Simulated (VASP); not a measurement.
Set up this calculation in VASP 6.6.1, as the native input.

```
Task                   : single point
Functional             : r2SCAN
Potentials or basis    : VASP PAW PBE potentials, release 64 (P, Ir)
Cutoff                 : 520 eV
k mesh                 : 14 × 14 × 14
Occupations            : gaussian, width 0.1 eV
Spin                   : no spin polarisation
Dipole correction      : no
Further INCAR settings : ALGO = Normal; EDIFF = 1e-06; NBANDS = 18
```

PIr2:

```xyz
3
Lattice="0.0000 2.7458 2.7458 2.7458 0.0000 2.7458 2.7458 2.7458 0.0000" Properties=species:S:1:pos:R:3 pbc="T T T"
P     0.0000    0.0000    0.0000
Ir    1.3729    1.3729    1.3729
Ir    4.1187    4.1187    4.1187
```

This cell differs from its parent crystal: volume scaled by 0.97.

One way to write it, as run:

POSCAR

```
PIr2
1.0
    0.0000000000      2.7458261937      2.7458261937
    2.7458261937      0.0000000000      2.7458261937
    2.7458261937      2.7458261937      0.0000000000
P Ir
1 2
Direct
    0.0000000000      0.0000000000      0.0000000000
    0.2500000000      0.2500000000      0.2500000000
    0.7500000000      0.7500000000      0.7500000000
```

INCAR.step1

```
SYSTEM = PIr2
  PREC = Accurate
  ENCUT = 520
  ISMEAR = 0
  SIGMA = 0.1
  LREAL = .False.
  LASPH = .True.
  NELM = 80
  NBANDS = 18
  GGA = PE
  ALGO = Normal
  EDIFF = 1E-4
  LWAVE = .True.
  LCHARG = .False.
```

INCAR.step2

```
SYSTEM = PIr2
  PREC = Accurate
  ENCUT = 520
  EDIFF = 1E-6
  ISMEAR = 0
  SIGMA = 0.1
  LREAL = .False.
  LASPH = .True.
  NELM = 80
  ALGO = Normal
  ISIF = 2
  LWAVE = .False.
  LCHARG = .False.
  METAGGA = R2SCAN
  LMIXTAU = .True.
  NBANDS = 18
  ISTART = 1
```

KPOINTS

```
Automatic mesh
0
Gamma
  14 14 14
  0 0 0
```

Potentials or basis: VASP PAW PBE potentials, release 64 (P, Ir).

Launch:

```bash
$ cat potpaw_PBE.64/P/POTCAR potpaw_PBE.64/Ir/POTCAR > POTCAR
$ cp INCAR.step1 INCAR
$ mpirun -np 1 vasp_std > vasp.out
$ cp INCAR.step2 INCAR
$ mpirun -np 1 vasp_std > vasp.out
```

It gave:

* Pressure: 11.8 GPa

Caveat: the PAW data sets were made with another functional, which shifts forces and pressure a little.

It took 120 s on 1 thread of Intel(R) Xeon(R) 6975P-C (Granite Rapids), with other jobs on the host, peak memory 0.22 GiB.
